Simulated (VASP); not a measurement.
# TlH2 (P4_2/nmc) in VASP: a series of runs, part 2 of 2

VASP 6.6.1. Earlier steps stand in the parts before.

## 4. Relaxation of cell and atoms, PBE

This run uses another cell than the first one, of 14.68 Å³/atom, 0.988 times its volume.

Input file INCAR:

```
SYSTEM = TlH2
ALGO = Normal ; EDIFF = 1E-6
EDIFFG = -0.01 ; ENCUT = 600
GGA = PE ; IBRION = 2
ISIF = 3 ; ISMEAR = 0
LASPH = .TRUE. ; LCHARG = .FALSE.
LREAL = .FALSE. ; LWAVE = .FALSE.
NELM = 100 ; NSW = 100
PREC = Accurate ; SIGMA = 0.1
```

Input file KPOINTS:

```
k-points
0
G
  10 10 8
  0 0 0
```

Input file POSCAR:

```
TlH2
1.0
    3.9403831669      0.0000000000      0.0000000000
    0.0000000000      3.9403831669      0.0000000000
    0.0000000000      0.0000000000      5.6726352590
Tl H
2 4
Direct
    0.0000000000      0.0000000000      0.0000000000
    0.5000000000      0.5000000000      0.5000000000
    0.0000000000      0.5000000000      0.2030000000
    0.0000000000      0.5000000000      0.7030000000
    0.5000000000      0.0000000000      0.2970000000
    0.5000000000      0.0000000000      0.7970000000
```

Potentials or basis: VASP PAW PBE potentials, release 64 (Tl_d, H).

Run with:

```console
> cat potpaw_PBE.64/Tl_d/POTCAR potpaw_PBE.64/H/POTCAR > POTCAR
> mpirun -np 1 vasp_std > vasp.out
```

OUTCAR:

```text
SYSTEM = TlH2
   EDIFF = 1E-6
   EDIFFG = -0.01
   ENCUT = 600
   GGA = PE
   IBRION = 2
   ISIF = 3
   ISMEAR = 0
   LASPH = .TRUE.
   LREAL = .FALSE.
   NELM = 100
   NSW = 100
   PREC = Accurate

 ion  position               nearest neighbor table
   1  0.000  0.000  0.000-   3 2.28   6 2.28   3 2.28   6 2.28   2 3.98   2 3.98   2 3.98   2 3.98
                             2 3.98   2 3.98   2 3.98   2 3.98
   2  0.500  0.500  0.500-   4 2.28   5 2.28   5 2.28   4 2.28   1 3.98   1 3.98   1 3.98   1 3.98
                             1 3.98   1 3.98   1 3.98   1 3.98
   3  0.000  0.500  0.203-   1 2.28   1 2.28
   4  0.000  0.500  0.703-   2 2.28   2 2.28
   5  0.500  0.000  0.297-   2 2.28   2 2.28
   6  0.500  0.000  0.797-   1 2.28   1 2.28

  LATTYP: Found a simple tetragonal cell.
 ALAT       =     3.9403831669
 C/A-ratio  =     1.4396151386

  Lattice vectors:

 A1 = (   3.9403831669,   0.0000000000,   0.0000000000)
 A2 = (   0.0000000000,   3.9403831669,   0.0000000000)
 A3 = (   0.0000000000,   0.0000000000,   5.6726352590)

Analysis of symmetry for initial positions (statically):
=====================================================================
 Subroutine PRICEL returns:
 Original cell was already a primitive cell.

 Routine SETGRP: Setting up the symmetry group for a
 simple tetragonal supercell.
[... 296 lines left out ...]

[... ionic steps 4 to 11 ...]

--------------------------------------- Ionic step       12  -------------------------------------------

 number of electron      29.9999995 magnetization

------------------------ aborting loop because EDIFF is reached ----------------------------------------
[... 75 lines left out ...]
--------------------------------------- Ionic step       14  -------------------------------------------

 number of electron      29.9999994 magnetization

 Free energy of the ion-electron system (eV)
  ---------------------------------------------------
  ext. energy  EPLUGINS =         0.00000000
  ---------------------------------------------------
  free energy    TOTEN  =       -14.77152323 eV

  energy without entropy =      -14.76459556  energy(sigma->0) =      -14.76805940

 E-fermi :   3.4318     XC(G=0):  -8.9028

 val. band max:        3.4294332822   @ k =   0.4000   0.1000   0.2500
 cond. band min:       3.4354707770   @ k =   0.3000   0.1000   0.3750
 fundamental gap:      0.0060374949
 Fermi energy:         3.4317897077

 k-point     1 :       0.0000    0.0000    0.0000
  band No.  band energies     occupation
      1      -8.4396      2.00000
      2      -8.2721      2.00000
      3      -8.1696      2.00000
      4      -8.0104      2.00000
      5      -7.9728      2.00000
      6      -7.9728      2.00000
[... 505 lines left out ...]
      6      -7.9509      2.00000
[... 11 lines left out ...]
     18       7.7387      0.00000
     19       7.9858      0.00000

 [... further k-points ...]

------------------------ aborting loop because EDIFF is reached ----------------------------------------

  FORCE on cell =-STRESS in cart. coord.  units (eV):
  Direction    XX          YY          ZZ          XY          YZ          ZX
  --------------------------------------------------------------------------------------
  -------------------------------------------------------------------------------------
  Total       -0.0578719     -0.0578719     -0.0486191      0.0000000      0.0000000      0.0000000
  in kB       -1.0362151     -1.0362151     -0.8705405      0.0000000      0.0000000      0.0000000
  external PRESSURE =      -0.9809902 kB  Pullay stress =       0.0000000 kB
[... 21 lines left out ...]
  FREE ENERGIE OF THE ION-ELECTRON SYSTEM (eV)
  ---------------------------------------------------
  free  energy   TOTEN  =       -14.7715232349 eV

  energy  without entropy=      -14.7645955618  energy(sigma->0) =      -14.76805940

 reached required accuracy - stopping structural energy minimisation
```

Wall time 35 min (1 thread of Oxide Virtual Turin-like, shared host); peak memory 0.34 GiB.

Results:

- Free energy: -14.7715 eV
- Relaxed volume: 14.91 Å³/atom
- Relaxed cell: a = 3.936 Å, b = 3.936 Å, c = 5.776 Å, α = 90.00°, β = 90.00°, γ = 90.00°
- Space group after relaxing (to 0.05 Å): P4_2/nmc (No. 137)
- Energy gained by relaxing: 68.6 meV/atom
- Ionic steps: 14
- Pressure after relaxing: -0.1 GPa
- Largest force after relaxing: 0.004 eV/Å
- Band gap on the k mesh: zero (band 15 reaches 6.20 eV, above the bottom of band 16 at -0.60 eV)

Forces in eV/Å, atoms in the order of the input:
```
Tl   0.000  0.000  0.000
Tl   0.000  0.000  0.000
H    0.000  0.000 -0.004
H    0.000  0.000 -0.004
H    0.000  0.000  0.004
H    0.000  0.000  0.004
```

The path:
| step | energy change (eV) | largest force (eV/Å) | pressure (GPa) | volume (Å³) |
| --- | --- | --- | --- | --- |
| 1 | 0.0000 | 0.2658 | -2.85 | 88.08 |
| 2 | -0.0597 | 0.2546 | -1.59 | 84.79 |
| 3 | -0.0907 | 0.2326 | 0.46 | 80.78 |
| 4 | -0.0908 | 0.2306 | 0.64 | 80.48 |
| 5 | -0.1071 | 0.2346 | 0.68 | 80.59 |
| 6 | -0.1573 | 0.2391 | 0.79 | 80.90 |
| 7 | -0.2543 | 0.2013 | 1.17 | 81.52 |
| 8 | -0.3642 | 0.0228 | 2.29 | 82.77 |
| 9 | -0.3941 | 0.0307 | 1.12 | 85.26 |
| 10 | -0.4079 | 0.0402 | -0.42 | 89.26 |
| 11 | -0.4082 | 0.0391 | -0.23 | 88.73 |
| 12 | -0.4093 | 0.0323 | -0.22 | 88.87 |
| 13 | -0.4112 | 0.0125 | -0.15 | 89.28 |
| 14 | -0.4114 | 0.0035 | -0.10 | 89.48 |

Final structure:
```
CELL_PARAMETERS angstrom
3.93601 0.00000 0.00000
0.00000 3.93601 0.00000
0.00000 0.00000 5.77585
ATOMIC_POSITIONS crystal
Tl 0.00000 0.00000 0.00000
Tl 0.50000 0.50000 0.50000
H 0.00000 0.50000 0.11219
H 0.00000 0.50000 0.61219
H 0.50000 0.00000 0.38781
H 0.50000 0.00000 0.88781
```

Levels at points of the mesh, in eV from the Fermi level:
```csv
k point,band 12,band 13,band 14,band 15,band 16,band 17,band 18,band 19
"(0.00, 0.00, 0.00)",-6.61,-3.56,-0.80,2.45,2.62,2.62,5.64,6.43
"(0.50, 0.00, 0.00)",-7.24,-3.72,-3.72,0.04,0.04,3.78,3.78,4.94
"(0.50, 0.50, 0.00)",-5.02,-4.83,-4.83,-2.73,-2.73,2.75,2.75,4.61
"(0.00, 0.00, 0.50)",-8.58,-1.25,-1.25,2.77,2.77,3.87,3.87,3.90
"(0.50, 0.00, 0.50)",-6.84,-4.80,-4.80,1.31,1.31,4.28,4.28,5.06
"(0.50, 0.50, 0.50)",-4.79,-4.03,-4.03,-4.03,-4.03,1.61,1.61,7.35
```

Caveat: spin-orbit coupling is left out, which moves the levels of the heavy elements.

## 5. Overview

| task | cell | k mesh | cutoff (eV) | gap on the mesh (eV) | pressure (GPa) |
| --- | --- | --- | --- | --- | --- |
| single point | a = 3.936, b = 3.936, c = 5.756 Å, 6 atoms | 6 × 6 × 4 | 520 | none | 0.0 |
| single point | a = 3.936, b = 3.936, c = 5.756 Å, 6 atoms | 10 × 10 × 8 | 520 | none | -0.1 |
| relaxation of cell and atoms | relaxed from a = 3.940, b = 3.940, c = 5.673 Å, 6 atoms | 10 × 10 × 8 | 600 | none | -0.1 |

Alike in all rows: level PBE; potentials or basis VASP PAW PBE potentials, release 64 (Tl_d, H); no spin polarisation; smearing gaussian 0.1 eV.

Caveats: spin-orbit coupling is left out, which moves the levels of the heavy elements.

Total energies depend on the potentials used, so only differences within one code and one set of settings carry meaning.
